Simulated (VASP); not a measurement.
# AlNi (Pm-3m) in VASP: further runs

The runs below take AlNi through relaxation of cell and atoms, single point, with PBE.

Everything below comes from runs of VASP 6.6.1. Logs are shortened: lines on timing, memory, paths and dates and some standing lists are left out, and cuts for length are marked.

### 1 The cell of the first run

Symmetry: Pm-3m, No. 221, cubic system. The conventional cell has a = 2.829 Å, b = 2.829 Å, c = 2.829 Å, α = 90.00°, β = 90.00°, γ = 90.00°. Al (site symmetry m-3m) has 8 Ni at 2.45 Å and 6 Al at 2.83 Å within 3.2 Å. Within 3.2 Å of Ni (site symmetry m-3m) lie 8 Al at 2.45 Å and 6 Ni at 2.83 Å.

### 2 Relaxation of cell and atoms, PBE, target pressure 12 GPa, at which the enthalpy is minimised

The input, INCAR:

```
PREC = Accurate
ENCUT = 600
EDIFF = 1E-6
ISMEAR = 0
SIGMA = 0.1
LREAL = False
LASPH = True
NELM = 100
ALGO = Normal
ISIF = 3
LWAVE = False
LCHARG = False
GGA = PE
IBRION = 2
NSW = 70
EDIFFG = -0.008
PSTRESS = 120.0
```

The input, KPOINTS:

```
Automatic mesh
0
Gamma
  14 14 14
```

The input, POSCAR:

```
AlNi
1.0
    2.8294250997      0.0000000000      0.0000000000
    0.0000000000      2.8294250997      0.0000000000
    0.0000000000      0.0000000000      2.8294250997
Al Ni
1 1
Direct
    0.5000000000      0.5000000000      0.5000000000
    0.0000000000      0.0000000000      0.0000000000
```

Potentials or basis: VASP PAW PBE potentials, release 64 (Al, Ni).

Launch:

```sh
$ cat potpaw_PBE.64/Al/POTCAR potpaw_PBE.64/Ni/POTCAR > POTCAR
$ mpirun -np 1 vasp_std > vasp.out
```

OUTCAR:

```text
PREC = Accurate
   ENCUT = 600
   EDIFF = 1E-6
   ISMEAR = 0
   LREAL = False
   LASPH = True
   NELM = 100
   ISIF = 3
   GGA = PE
   IBRION = 2
   NSW = 70
   EDIFFG = -0.008
   PSTRESS = 120.0

 ion  position               nearest neighbor table
   1  0.500  0.500  0.500-   2 2.45   2 2.45   2 2.45   2 2.45   2 2.45   2 2.45   2 2.45   2 2.45

   2  0.000  0.000  0.000-   1 2.45   1 2.45   1 2.45   1 2.45   1 2.45   1 2.45   1 2.45   1 2.45

  LATTYP: Found a simple cubic cell.
 ALAT       =     2.8294250997

  Lattice vectors:

 A1 = (   2.8294250997,   0.0000000000,   0.0000000000)
 A2 = (   0.0000000000,   2.8294250997,   0.0000000000)
 A3 = (   0.0000000000,   0.0000000000,   2.8294250997)

Analysis of symmetry for initial positions (statically):
=====================================================================
 Subroutine PRICEL returns:
 Original cell was already a primitive cell.

 Routine SETGRP: Setting up the symmetry group for a
 simple cubic supercell.

 Subroutine GETGRP returns: Found 48 space group operations
 (whereof 48 operations were pure point group operations)
 out of a pool of 48 trial point group operations.

The static configuration has the point symmetry O_h .

Analysis of symmetry for dynamics (positions and initial velocities):
=====================================================================
 Subroutine PRICEL returns:
 Original cell was already a primitive cell.

 Routine SETGRP: Setting up the symmetry group for a
 simple cubic supercell.

 Subroutine GETGRP returns: Found 48 space group operations
 (whereof 48 operations were pure point group operations)
 out of a pool of 48 trial point group operations.

The dynamic configuration has the point symmetry O_h .

 Subroutine INISYM returns: Found 48 space group operations
 (whereof 48 operations are pure point group operations),
 and found     1 'primitive' translations

----------------------------------------------------------------------------------------

                                     Primitive cell

  volume of cell :      22.6514

  direct lattice vectors                    reciprocal lattice vectors
     2.829425100  0.000000000  0.000000000     0.353428688  0.000000000  0.000000000
     0.000000000  2.829425100  0.000000000     0.000000000  0.353428688  0.000000000
     0.000000000  0.000000000  2.829425100     0.000000000  0.000000000  0.353428688

  length of vectors
     2.829425100  2.829425100  2.829425100     0.353428688  0.353428688  0.353428688

  position of ions in fractional coordinates (direct lattice)
     0.500000000  0.500000000  0.500000000
     0.000000000  0.000000000  0.000000000

  ion indices of the primitive-cell ions
   primitive index   ion index
                 1           1
                 2           2

----------------------------------------------------------------------------------------

 KPOINTS: Automatic mesh

Automatic generation of k-mesh.
 Grid dimensions read from file:
 generate k-points for:   14   14   14

 Generating k-lattice:

  Cartesian coordinates                     Fractional coordinates (reciprocal lattice)
     0.025244906  0.000000000  0.000000000     0.071428571  0.000000000  0.000000000
     0.000000000  0.025244906  0.000000000     0.000000000  0.071428571  0.000000000
     0.000000000  0.000000000  0.025244906     0.000000000  0.000000000  0.071428571

  Length of vectors
     0.025244906  0.025244906  0.025244906

  Shift w.r.t. Gamma in fractional coordinates (k-lattice)
     0.000000000  0.000000000  0.000000000

 Subroutine IBZKPT returns following result:
 ===========================================

 Found    120 irreducible k-points:

 Following reciprocal coordinates:
            Coordinates               Weight
  0.000000  0.000000  0.000000      1.000000
  0.071429  0.000000  0.000000      6.000000
  0.142857  0.000000  0.000000      6.000000
  0.214286  0.000000  0.000000      6.000000
  0.285714  0.000000  0.000000      6.000000
  0.357143  0.000000  0.000000      6.000000
[... 16 lines left out ...]
  0.285714  0.214286  0.000000     24.000000
  0.357143  0.214286  0.000000     24.000000
 [... further k-points ...]
   k-points           NKPTS =    120   k-points in BZ     NKDIM =    120   number of bands    NBANDS=     10
   number of dos      NEDOS =    301   number of ions     NIONS =      2
   total plane-waves  NPLWV =  13824
   dimension x,y,z NGX =    24 NGY =   24 NGZ =   24
   dimension x,y,z NGXF=    48 NGYF=   48 NGZF=   48
   ions per type =               1   1
   NGX,Y,Z   is equivalent  to a cutoff of  14.10, 14.10, 14.10 a.u.
   NGXF,Y,Z  is equivalent  to a cutoff of  28.20, 28.20, 28.20 a.u.
 SYSTEM =  unknown system
   PREC   = accura    normal or accurate (medium, high low for compatibility)
   ISTART =      0    job   : 0-new  1-cont  2-samecut
   ICHARG =      2    charge: 1-file 2-atom 10-const
   ISPIN  =      1    spin polarized calculation?
   LNONCOLLINEAR =      F non collinear calculations
   LSORBIT =      F    spin-orbit coupling
   LASPH  =      T    aspherical Exc in radial PAW
   ENCUT  =  600.0 eV  44.10 Ry    6.64 a.u.   5.65  5.65  5.65*2*pi/ulx,y,z
   NELM   =    100;   NELMIN=  2; NELMDL= -5     # of ELM steps
   EDIFF  = 0.1E-05   stopping-criterion for ELM
   LREAL  =      F    real-space projection
   EDIFFG = -.8E-02   stopping-criterion for IOM
   NSW    =     70    number of steps for IOM
   IBRION =      2    ionic relax: 0-MD 1-quasi-New 2-CG
   NFREE  =      1    steps in history (QN), initial steepest desc. (CG)
   ISIF   =      3    stress and relaxation
   ISYM   =      2    0-nonsym 1-usesym 2-fastsym
   POTIM  = 0.5000    time-step for ionic-motion
   TEBEG  =    0.0;   TEEND  =   0.0 temperature during run
   PSTRESS=  120.0 pullay stress
   NELECT =      13.0000    total number of electrons
   NUPDOWN=      -1.0000    fix difference up-down
   EMIN   =  10.00;   EMAX   =-10.00  energy-range for DOS
   EFERMI =   0.00;   METHOD = LEGACY
   ISMEAR =     0;   SIGMA  =   0.10  broadening in eV -4-tet -1-fermi 0-gaus
   EFERMI_NEDOS =   21; number of points for ismear=-14 and -15
   IALGO  =     38    algorithm
   IMIX   =      4    mixing-type and parameters
     AMIX     =   0.40;   BMIX     =  1.00
     AMIX_MAG =   1.60;   BMIX_MAG =  1.00
  volume/ion in A,a.u.               =      11.33        76.43
  Fermi-wavevector in a.u.,A,eV,Ry     =   1.360477  2.570928 25.182977  1.850897
  Thomas-Fermi vector in A             =   2.487135
   LORBIT       =      0    0 simple, 1 ext, 2 COOP (PROOUT), +10 PAW based schemes
   GGA     = PE    functional components
   LHFCALC =     F    Hartree Fock is set to
   AEXX    =    0.0000 exact exchange contribution
   IVDW    =     0    specifies the selected vdW correction
   LEPSILON=     F    determine dielectric tensor
   LRPA    =     F    only Hartree local field effects (RPA)
 conjugate gradient relaxation of ions
 non-spin polarized calculation
 Gauss-broadening in eV      SIGMA  =   0.10
  energy-cutoff  :      600.00
  volume of cell :       22.65
 maximum number of plane-waves:       772
 NGX is ok and might be reduce to    24
   NGX = 11   NGY = 11   NGZ = 11

--------------------------------------- Ionic step        1  -------------------------------------------

 number of electron      12.9999993 magnetization

 Free energy of the ion-electron system (eV)
  ---------------------------------------------------
  ext. energy  EPLUGINS =         0.00000000
  ---------------------------------------------------
  free energy    TOTEN  =       -10.48266115 eV

  energy without entropy =      -10.47763844  energy(sigma->0) =      -10.48014979

------------------------ aborting loop because EDIFF is reached ----------------------------------------

  FORCE on cell =-STRESS in cart. coord.  units (eV):
  Direction    XX          YY          ZZ          XY          YZ          ZX
  --------------------------------------------------------------------------------------
  -------------------------------------------------------------------------------------
  Total        1.7344425      1.7344425      1.7344425      0.0000000      0.0000000     -0.0000000
  in kB      122.6805979    122.6805979    122.6805979      0.0000000      0.0000000     -0.0000000
  external PRESSURE =       2.6805979 kB  Pullay stress =     120.0000000 kB
[... 61 lines left out ...]
  enthalpy is  TOTEN    =        -8.7860994215 eV   P V=        1.7012014898

--------------------------------------- Ionic step        3  -------------------------------------------

 number of electron      12.9999993 magnetization

 Free energy of the ion-electron system (eV)
  ---------------------------------------------------
  ext. energy  EPLUGINS =         0.00000000
  ---------------------------------------------------
  free energy    TOTEN  =       -10.48454096 eV

  energy without entropy =      -10.47951596  energy(sigma->0) =      -10.48202846

 E-fermi :  10.7138     XC(G=0): -12.3059

 val. band max:       10.7134105063   @ k =   0.3571   0.2143   0.0714
 cond. band min:      10.7181932683   @ k =   0.5000   0.5000   0.2857
 fundamental gap:      0.0047827620
 Fermi energy:        10.7137899815

 k-point     1 :       0.0000    0.0000    0.0000
  band No.  band energies     occupation
      1      -0.7871      2.00000
      2       7.2548      2.00000
      3       7.2548      2.00000
      4       9.0906      2.00000
      5       9.0906      2.00000
      6       9.0906      2.00000
      7      16.4756      0.00000
      8      16.4756      0.00000
      9      16.4756      0.00000
     10      19.0435      0.00000
[... 287 lines left out ...]
 k-point    24 :       0.3571    0.2143    0.0000
  band No.  band energies     occupation
      1       2.3546      2.00000
      2       6.2730      2.00000
      3       7.6769      2.00000
      4       8.2545      2.00000
      5       8.5228      2.00000
      6       8.8834      2.00000
      7      10.6467      1.65694
      8      14.6692      0.00000
      9      18.7995      0.00000
     10      20.2561      0.00000

 [... further k-points ...]

------------------------ aborting loop because EDIFF is reached ----------------------------------------

  FORCE on cell =-STRESS in cart. coord.  units (eV):
  Direction    XX          YY          ZZ          XY          YZ          ZX
  --------------------------------------------------------------------------------------
  -------------------------------------------------------------------------------------
  Total        1.7008743      1.7008743      1.7008743      0.0000000      0.0000000     -0.0000000
  in kB      120.1745319    120.1745319    120.1745319      0.0000000      0.0000000     -0.0000000
  external PRESSURE =       0.1745319 kB  Pullay stress =     120.0000000 kB
[... 17 lines left out ...]
  FREE ENERGIE OF THE ION-ELECTRON SYSTEM (eV)
  ---------------------------------------------------
  free  energy   TOTEN  =       -10.4845409635 eV

  energy  without entropy=      -10.4795159567  energy(sigma->0) =      -10.48202846

  enthalpy is  TOTEN    =        -8.7861368883 eV   P V=        1.6984040752

 reached required accuracy - stopping structural energy minimisation
```

Run time: 53 s. Hardware: 1 thread of Intel Xeon 8259CL, shared host; peak memory 0.17 GiB.

Results:

```
Free energy                                                : -10.4845 eV
Relaxed volume                                             : 11.34 Å³/atom
Relaxed cell                                               : a = 2.830 Å, b = 2.830 Å, c = 2.830 Å, α = 90.00°, β = 90.00°, γ = 90.00°
Space group after relaxing (to 0.1 Å)                      : Pm-3m (No. 221)
Energy change on relaxing (the run minimises the enthalpy) : -0.9 meV/atom
Ionic steps                                                : 3
Pressure after relaxing                                    : 12.0 GPa
Band gap on the k mesh                                     : zero (an odd number of electrons rules out a gap without spin polarisation)
```

The path:
```tsv
step	energy change (eV)	largest force (eV/Å)	pressure (GPa)	volume (Å³)
1	0.0000	0.0000	12.27	22.65
2	-0.0046	0.0000	11.70	22.71
3	-0.0019	0.0000	12.02	22.68
```

Final structure:
```
Al Ni
1.0
     2.83046    0.00000    0.00000
     0.00000    2.83046    0.00000
     0.00000    0.00000    2.83046
Al Ni
1 1
Direct
  0.50000 0.50000 0.50000
  0.00000 0.00000 0.00000
```

Levels at points of the mesh, in eV from the Fermi level:
| k point | band 3 | band 4 | band 5 | band 6 | band 7 | band 8 | band 9 | band 10 |
| --- | --- | --- | --- | --- | --- | --- | --- | --- |
| (0.00, 0.00, 0.00) | -3.46 | -1.62 | -1.62 | -1.62 | 5.76 | 5.76 | 5.76 | 8.33 |
| (0.50, 0.00, 0.00) | -2.94 | -2.38 | -2.38 | -1.53 | -0.64 | 8.37 | 10.32 | 10.32 |
| (0.50, 0.50, 0.00) | -3.00 | -3.00 | -2.20 | -2.20 | -1.05 | 1.61 | 2.76 | 12.91 |
| (0.50, 0.50, 0.50) | -4.34 | -1.02 | -1.02 | 1.99 | 1.99 | 1.99 | 4.20 | 4.71 |

Caveat: the cell is relaxed towards a set pressure, so the run minimises the enthalpy, not the energy.

### 3 Relaxation of cell and atoms, PBE, target pressure 4 GPa, at which the enthalpy is minimised

This run uses another cell than the first one, of 11.82 Å³/atom.

The input, INCAR:

```
SYSTEM = AlNi
PREC     = Accurate       ! precision mode
ENCUT    = 600            ! plane-wave cutoff, eV
EDIFF    = 1E-6           ! SCF threshold, eV
ISMEAR   = 0              ! smearing method
SIGMA    = 0.1            ! smearing width, eV
LREAL    = .FALSE.        ! projectors in reciprocal space
LASPH    = .TRUE.         ! aspherical terms in the spheres
NELM     = 80             ! most SCF steps
ALGO     = Fast           ! electronic algorithm
ISIF     = 3              ! what is computed and relaxed
LWAVE    = .FALSE.        ! write WAVECAR
LCHARG   = .FALSE.        ! write CHGCAR
GGA      = PE             ! functional
IBRION   = 2              ! ionic algorithm
NSW      = 70             ! ionic steps
EDIFFG   = -0.008         ! ionic threshold
PSTRESS  = 40.0
```

The input, KPOINTS:

```
Automatic mesh
0
G
  14 14 14
  0 0 0
```

The input, POSCAR:

```
AlNi
1.0
    2.8700432978      0.0000000000      0.0000000000
    0.0000000000      2.8700432978      0.0000000000
    0.0000000000      0.0000000000      2.8700432978
Al Ni
1 1
Direct
    0.5000000000      0.5000000000      0.5000000000
    0.0000000000      0.0000000000      0.0000000000
```

Potentials or basis: VASP PAW PBE potentials, release 64 (Al, Ni).

Launch:

```sh
$ cat potpaw_PBE.64/Al/POTCAR potpaw_PBE.64/Ni/POTCAR > POTCAR
$ mpirun -np 1 vasp_std > vasp.out
```

It took 1.7 min on 1 thread of Intel Xeon 8259CL, shared host; peak memory 0.18 GiB.

Results (log left out):

```yaml
Free_energy: -10.5317 eV
Relaxed_volume: 11.81 Å³/atom
Relaxed_cell: a = 2.869 Å, b = 2.869 Å, c = 2.869 Å, α = 90.00°, β = 90.00°, γ = 90.00°
Space_group_after_relaxing_to_0.1_Å: Pm-3m (No. 221)
Energy_change_on_relaxing_the_run_minimises_the_enthalpy: +0.3 meV/atom
Ionic_steps: 4
Pressure_after_relaxing: 4.0 GPa
Band_gap_on_the_k_mesh: zero (an odd number of electrons rules out a gap without spin polarisation)
```

The path:
```
step  energy change (eV)  largest force (eV/Å)  pressure (GPa)  volume (Å³)
   1              0.0000                0.0000            3.46        23.64
   2              0.0039                0.0000            5.09        23.50
   3              0.0007                0.0000            4.18        23.61
   4              0.0005                0.0000            3.97        23.62
```

Final structure:
```
Al Ni
1.0
     2.86924    0.00000    0.00000
     0.00000    2.86924    0.00000
     0.00000    0.00000    2.86924
Al Ni
1 1
Direct
  0.50000 0.50000 0.50000
  0.00000 0.00000 0.00000
```

Levels at points of the mesh, in eV from the Fermi level:
| k point | band 3 | band 4 | band 5 | band 6 | band 7 | band 8 | band 9 | band 10 |
| --- | --- | --- | --- | --- | --- | --- | --- | --- |
| (0.00, 0.00, 0.00) | -3.25 | -1.54 | -1.54 | -1.54 | 5.58 | 5.58 | 5.58 | 8.20 |
| (0.50, 0.00, 0.00) | -2.77 | -2.25 | -2.25 | -1.45 | -0.62 | 8.32 | 10.11 | 10.11 |
| (0.50, 0.50, 0.00) | -2.89 | -2.89 | -2.08 | -2.08 | -1.00 | 1.54 | 2.56 | 12.44 |
| (0.50, 0.50, 0.50) | -4.13 | -0.97 | -0.97 | 2.03 | 2.03 | 2.03 | 3.83 | 4.53 |

Caveat: the cell is relaxed towards a set pressure, so the run minimises the enthalpy, not the energy. Spin polarisation is off, so any magnetic state and its effect on volume and gap are missing.

(Continued in part 2 of 2.)
